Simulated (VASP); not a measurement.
# Sn (Fd-3m) in VASP: a series of runs

The runs below take Sn through single point, with LDA.

All numbers are computed with VASP 6.6.1; they aren't measurements. Logs are shortened: lines on timing, memory, paths and dates and some standing lists are left out, and cuts for length are marked.

## Step 1: The cell of the first run

Symmetry: Fd-3m, No. 227, cubic system. The conventional cell has a = 6.174 Å, b = 6.174 Å, c = 6.174 Å, α = 90.00°, β = 90.00°, γ = 90.00°. Within 3.5 Å of Sn (site symmetry -43m) lie 4 Sn at 2.67 Å.

This isn't the form of Sn at room conditions, which is tetragonal (white tin).

## Step 2: Single point, LDA

INCAR reads:

```
SYSTEM = Sn
PREC     = Accurate       ! precision mode
ENCUT    = 520            ! plane-wave cutoff, eV
EDIFF    = 1E-6           ! SCF threshold, eV
ISMEAR   = -1             ! smearing method
SIGMA    = 0.05           ! smearing width, eV
LREAL    = .FALSE.        ! projectors in reciprocal space
LASPH    = .TRUE.         ! aspherical terms in the spheres
NELM     = 60             ! most SCF steps
ALGO     = Normal         ! electronic algorithm
ISIF     = 2              ! what is computed and relaxed
LWAVE    = .FALSE.        ! write WAVECAR
LCHARG   = .FALSE.        ! write CHGCAR
GGA      = CA             ! functional
NBANDS   = 21             ! bands
```

KPOINTS reads:

```
Automatic mesh
0
G
  11 11 11
  0 0 0
```

POSCAR reads:

```
Sn
1.0
    0.0000000000      3.0869206243      3.0869206243
    3.0869206243      0.0000000000      3.0869206243
    3.0869206243      3.0869206243      0.0000000000
Sn
2
Direct
   -0.1250000000     -0.1250000000     -0.1250000000
    0.1250000000      0.1250000000      0.1250000000
```

Potentials or basis: VASP PAW LDA potentials, release 64 (Sn_d).

On the command line:

```bash
cat potpaw_LDA.64/Sn_d/POTCAR > POTCAR
mpirun -np 1 vasp_std > vasp.out
```

OUTCAR:

```text
SYSTEM = Sn
   PREC = Accurate
   ENCUT = 520
   EDIFF = 1E-6
   ISMEAR = -1
   LREAL = .FALSE.
   LASPH = .TRUE.
   NELM = 60
   ISIF = 2
   GGA = CA

 ion  position               nearest neighbor table
   1  0.875  0.875  0.875-   2 2.67   2 2.67   2 2.67   2 2.67
   2  0.125  0.125  0.125-   1 2.67   1 2.67   1 2.67   1 2.67

  LATTYP: Found a face centered cubic cell.
 ALAT       =     6.1738412486

  Lattice vectors:

 A1 = (   0.0000000000,   3.0869206243,   3.0869206243)
 A2 = (   3.0869206243,   0.0000000000,   3.0869206243)
 A3 = (   3.0869206243,   3.0869206243,   0.0000000000)

Analysis of symmetry for initial positions (statically):
=====================================================================
 Subroutine PRICEL returns:
 Original cell was already a primitive cell.

 Routine SETGRP: Setting up the symmetry group for a
 face centered cubic supercell.

 Subroutine GETGRP returns: Found 48 space group operations
 (whereof 12 operations were pure point group operations)
 out of a pool of 48 trial point group operations.

The static configuration has the point symmetry D_3d.
 The point group associated with its full space group is O_h .

Analysis of symmetry for dynamics (positions and initial velocities):
=====================================================================
 Subroutine PRICEL returns:
 Original cell was already a primitive cell.

 Routine SETGRP: Setting up the symmetry group for a
 face centered cubic supercell.

 Subroutine GETGRP returns: Found 48 space group operations
 (whereof 12 operations were pure point group operations)
 out of a pool of 48 trial point group operations.

The dynamic configuration has the point symmetry D_3d.
 The point group associated with its full space group is O_h .

 Subroutine INISYM returns: Found 48 space group operations
 (whereof 12 operations are pure point group operations),
 and found     1 'primitive' translations

----------------------------------------------------------------------------------------

                                     Primitive cell

  volume of cell :      58.8310

  direct lattice vectors                    reciprocal lattice vectors
     0.000000000  3.086920624  3.086920624    -0.161973715  0.161973715  0.161973715
     3.086920624  0.000000000  3.086920624     0.161973715 -0.161973715  0.161973715
     3.086920624  3.086920624  0.000000000     0.161973715  0.161973715 -0.161973715

  length of vectors
     4.365565013  4.365565013  4.365565013     0.280546703  0.280546703  0.280546703

  position of ions in fractional coordinates (direct lattice)
     0.875000000  0.875000000  0.875000000
     0.125000000  0.125000000  0.125000000

  ion indices of the primitive-cell ions
   primitive index   ion index
                 1           1
                 2           2

----------------------------------------------------------------------------------------

 KPOINTS: Automatic mesh

Automatic generation of k-mesh.
 Grid dimensions read from file:
 generate k-points for:   11   11   11

 Generating k-lattice:

  Cartesian coordinates                     Fractional coordinates (reciprocal lattice)
    -0.014724883  0.014724883  0.014724883     0.090909091  0.000000000  0.000000000
     0.014724883 -0.014724883  0.014724883     0.000000000  0.090909091  0.000000000
     0.014724883  0.014724883 -0.014724883     0.000000000  0.000000000  0.090909091

  Length of vectors
     0.025504246  0.025504246  0.025504246

  Shift w.r.t. Gamma in fractional coordinates (k-lattice)
     0.000000000  0.000000000  0.000000000

 Subroutine IBZKPT returns following result:
 ===========================================

 Found     56 irreducible k-points:

 Following reciprocal coordinates:
            Coordinates               Weight
  0.000000  0.000000  0.000000      1.000000
  0.090909  0.000000  0.000000      8.000000
  0.181818  0.000000  0.000000      8.000000
  0.272727  0.000000  0.000000      8.000000
  0.363636  0.000000  0.000000      8.000000
  0.454545  0.000000  0.000000      8.000000
[... 16 lines left out ...]
 -0.272727  0.181818  0.000000     24.000000
 -0.181818  0.181818  0.000000     12.000000
 [... further k-points ...]
   k-points           NKPTS =     56   k-points in BZ     NKDIM =     56   number of bands    NBANDS=     21
   number of dos      NEDOS =    301   number of ions     NIONS =      2
   total plane-waves  NPLWV =  32768
   dimension x,y,z NGX =    32 NGY =   32 NGZ =   32
   dimension x,y,z NGXF=    64 NGYF=   64 NGZF=   64
   ions per type =               2
   NGX,Y,Z   is equivalent  to a cutoff of  12.19, 12.19, 12.19 a.u.
   NGXF,Y,Z  is equivalent  to a cutoff of  24.37, 24.37, 24.37 a.u.
 SYSTEM =  Sn
   PREC   = accura    normal or accurate (medium, high low for compatibility)
   ISTART =      0    job   : 0-new  1-cont  2-samecut
   ICHARG =      2    charge: 1-file 2-atom 10-const
   ISPIN  =      1    spin polarized calculation?
   LNONCOLLINEAR =      F non collinear calculations
   LSORBIT =      F    spin-orbit coupling
   LASPH  =      T    aspherical Exc in radial PAW
   ENCUT  =  520.0 eV  38.22 Ry    6.18 a.u.   8.12  8.12  8.12*2*pi/ulx,y,z
   NELM   =     60;   NELMIN=  2; NELMDL= -5     # of ELM steps
   EDIFF  = 0.1E-05   stopping-criterion for ELM
   LREAL  =      F    real-space projection
   EDIFFG = 0.1E-04   stopping-criterion for IOM
   NSW    =      0    number of steps for IOM
   IBRION =     -1    ionic relax: 0-MD 1-quasi-New 2-CG
   NFREE  =      0    steps in history (QN), initial steepest desc. (CG)
   ISIF   =      2    stress and relaxation
   ISYM   =      2    0-nonsym 1-usesym 2-fastsym
   POTIM  = 0.5000    time-step for ionic-motion
   TEBEG  =    0.0;   TEEND  =   0.0 temperature during run
   PSTRESS=    0.0 pullay stress
   NELECT =      28.0000    total number of electrons
   NUPDOWN=      -1.0000    fix difference up-down
   EMIN   =  10.00;   EMAX   =-10.00  energy-range for DOS
   EFERMI =   0.00;   METHOD = LEGACY
   ISMEAR =    -1;   SIGMA  =   0.05  broadening in eV -4-tet -1-fermi 0-gaus
   EFERMI_NEDOS =   21; number of points for ismear=-14 and -15
   IALGO  =     38    algorithm
   IMIX   =      4    mixing-type and parameters
     AMIX     =   0.40;   BMIX     =  1.00
     AMIX_MAG =   1.60;   BMIX_MAG =  1.00
  volume/ion in A,a.u.               =      29.42       198.51
  Fermi-wavevector in a.u.,A,eV,Ry     =   1.278180  2.415410 22.228441  1.633744
  Thomas-Fermi vector in A             =   2.410737
   LORBIT       =      0    0 simple, 1 ext, 2 COOP (PROOUT), +10 PAW based schemes
   GGA     = CA    functional components
   LHFCALC =     F    Hartree Fock is set to
   AEXX    =    0.0000 exact exchange contribution
   IVDW    =     0    specifies the selected vdW correction
   LEPSILON=     F    determine dielectric tensor
   LRPA    =     F    only Hartree local field effects (RPA)
 non-spin polarized calculation
  energy-cutoff  :      520.00
  volume of cell :       58.83
 maximum number of plane-waves:      1596
   NGX = 17   NGY = 17   NGZ = 17

 number of electron      27.9999992 magnetization

 Free energy of the ion-electron system (eV)
  ---------------------------------------------------
  ext. energy  EPLUGINS =         0.00000000
  ---------------------------------------------------
  free energy    TOTEN  =        -8.71659555 eV

  energy without entropy =       -8.71611251  energy(sigma->0) =       -8.71635403

 E-fermi :   7.2394     XC(G=0):  -9.8589

 val. band max:        7.1931931226   @ k =   0.0000   0.0000   0.0000
 cond. band min:       7.3480712400   @ k =   0.4545   0.0000   0.0000
 fundamental gap:      0.1548781174
 Fermi energy:         7.2394021831

 k-point     1 :       0.0000    0.0000    0.0000
  band No.  band energies     occupation
      1     -14.8968      2.00000
      2     -14.8968      2.00000
      3     -14.8968      2.00000
      4     -14.8118      2.00000
      5     -14.8118      2.00000
      6     -14.3513      2.00000
[... 13 lines left out ...]
     20      15.4237      0.00000
     21      15.4252      0.00000

 k-point     2 :       0.0909    0.0000    0.0000
  band No.  band energies     occupation
      1     -14.9070      2.00000
      2     -14.9070      2.00000
      3     -14.8940      2.00000
      4     -14.7977      2.00000
      5     -14.7977      2.00000
      6     -14.3672      2.00000
[... 13 lines left out ...]
     20      14.5680      0.00000
     21      14.5680      0.00000

 k-point     3 :       0.1818    0.0000    0.0000
  band No.  band energies     occupation
      1     -14.9245      2.00000
      2     -14.9245      2.00000
      3     -14.8866      2.00000
      4     -14.7701      2.00000
      5     -14.7701      2.00000
      6     -14.3911      2.00000
[... 13 lines left out ...]
     20      14.0920      0.00000
     21      14.0920      0.00000

 k-point     4 :       0.2727    0.0000    0.0000
  band No.  band energies     occupation
      1     -14.9383      2.00000
      2     -14.9383      2.00000
      3     -14.8767      2.00000
      4     -14.7450      2.00000
      5     -14.7450      2.00000
      6     -14.4101      2.00000
[... 13 lines left out ...]
     20      14.2311      0.00000
     21      14.2311      0.00000

 k-point     5 :       0.3636    0.0000    0.0000
  band No.  band energies     occupation
      1     -14.9462      2.00000
      2     -14.9462      2.00000
      3     -14.8673      2.00000
      4     -14.7287      2.00000
      5     -14.7287      2.00000
      6     -14.4208      2.00000
[... 13 lines left out ...]
     20      14.9922      0.00000
     21      14.9922      0.00000

 k-point     6 :       0.4545    0.0000    0.0000
  band No.  band energies     occupation
      1     -14.9494      2.00000
      2     -14.9494      2.00000
      3     -14.8616      2.00000
      4     -14.7217      2.00000
      5     -14.7217      2.00000
      6     -14.4246      2.00000
[... 13 lines left out ...]
     20      16.0366      0.00000
     21      16.0366      0.00000

 k-point     7 :       0.0909    0.0909    0.0000
  band No.  band energies     occupation
      1     -14.9070      2.00000
      2     -14.9036      2.00000
      3     -14.9036      2.00000
      4     -14.8015      2.00000
      5     -14.7831      2.00000
      6     -14.3995      2.00000
[... 13 lines left out ...]
     20      13.7421      0.00000
     21      15.6205      0.00000
[... 291 lines left out ...]
      1     -14.9832      2.00000
      2     -14.9544      2.00000
      3     -14.8343      2.00000
      4     -14.6977      2.00000
      5     -14.6597      2.00000
      6     -14.5340      2.00000
[... 13 lines left out ...]
     20      16.7308      0.00000
     21      16.7493      0.00000

 k-point    21 :      -0.4545    0.1818    0.0000
  band No.  band energies     occupation
      1     -14.9898      2.00000
      2     -14.9615      2.00000
      3     -14.8120      2.00000
      4     -14.6779      2.00000
      5     -14.6761      2.00000
      6     -14.5095      2.00000
[... 13 lines left out ...]
     20      15.8014      0.00000
     21      15.8588      0.00000

 k-point    22 :      -0.3636    0.1818    0.0000
  band No.  band energies     occupation
      1     -14.9859      2.00000
      2     -14.9651      2.00000
      3     -14.8069      2.00000
      4     -14.7034      2.00000
      5     -14.6681      2.00000
      6     -14.4815      2.00000
[... 13 lines left out ...]
     20      14.5608      0.00000
     21      15.7753      0.00000

 k-point    23 :      -0.2727    0.1818    0.0000
  band No.  band energies     occupation
      1     -14.9719      2.00000
      2     -14.9634      2.00000
      3     -14.8230      2.00000
      4     -14.7293      2.00000
      5     -14.6773      2.00000
      6     -14.4800      2.00000
[... 13 lines left out ...]
     20      15.0107      0.00000
     21      16.8686      0.00000

 k-point    24 :      -0.1818    0.1818    0.0000
  band No.  band energies     occupation
      1     -14.9552      2.00000
      2     -14.9503      2.00000
      3     -14.8528      2.00000
      4     -14.7488      2.00000
      5     -14.7051      2.00000
      6     -14.4586      2.00000
[... 13 lines left out ...]
     20      14.9646      0.00000
     21      15.5749      0.00000

 [... further k-points ...]

------------------------ aborting loop because EDIFF is reached ----------------------------------------

  FORCE on cell =-STRESS in cart. coord.  units (eV):
  Direction    XX          YY          ZZ          XY          YZ          ZX
  --------------------------------------------------------------------------------------
  -------------------------------------------------------------------------------------
  Total        3.3459794      3.3459794      3.3459794     -0.0000000      0.0000000     -0.0000000
  in kB       91.1228866     91.1228866     91.1228866     -0.0000000      0.0000000     -0.0000000
  external PRESSURE =      91.1228866 kB  Pullay stress =       0.0000000 kB

 VOLUME and BASIS-vectors are now :
 -----------------------------------------------------------------------------
  energy-cutoff  :      520.00
  volume of cell :       58.83
      direct lattice vectors                 reciprocal lattice vectors
     0.000000000  3.086920624  3.086920624    -0.161973715  0.161973715  0.161973715
     3.086920624  0.000000000  3.086920624     0.161973715 -0.161973715  0.161973715
     3.086920624  3.086920624  0.000000000     0.161973715  0.161973715 -0.161973715

 POSITION                                       TOTAL-FORCE (eV/Angst)
 -----------------------------------------------------------------------------------
      5.40211      5.40211      5.40211        -0.000000      0.000000      0.000000
      0.77173      0.77173      0.77173         0.000000     -0.000000     -0.000000
 -----------------------------------------------------------------------------------
    total drift:                                0.000000      0.000000     -0.000000

  FREE ENERGIE OF THE ION-ELECTRON SYSTEM (eV)
  ---------------------------------------------------
  free  energy   TOTEN  =        -8.7165955498 eV

  energy  without entropy=       -8.7161125141  energy(sigma->0) =       -8.71635403
```

It took 18 s on 1 thread of Intel Xeon 6975P-C (Granite Rapids), shared host; peak memory 0.18 GiB.

Results:

```
Free energy : -8.7166 eV
Pressure    : 9.1 GPa
```

Levels at points of the mesh, in eV from the Fermi level:
| k point | band 10 | band 11 | band 12 | band 13 | band 14 | band 15 | band 16 | band 17 | band 18 | band 19 |
| --- | --- | --- | --- | --- | --- | --- | --- | --- | --- | --- |
| (0.00, 0.00, 0.00) | -21.56 | -11.89 | -0.05 | -0.05 | -0.05 | 0.15 | 2.01 | 2.01 | 2.01 | 4.81 |

Caveat: the cell stands under pressure; spin-orbit coupling is left out, which moves the levels of the heavy elements.

(Continued in part 2 of 2.)
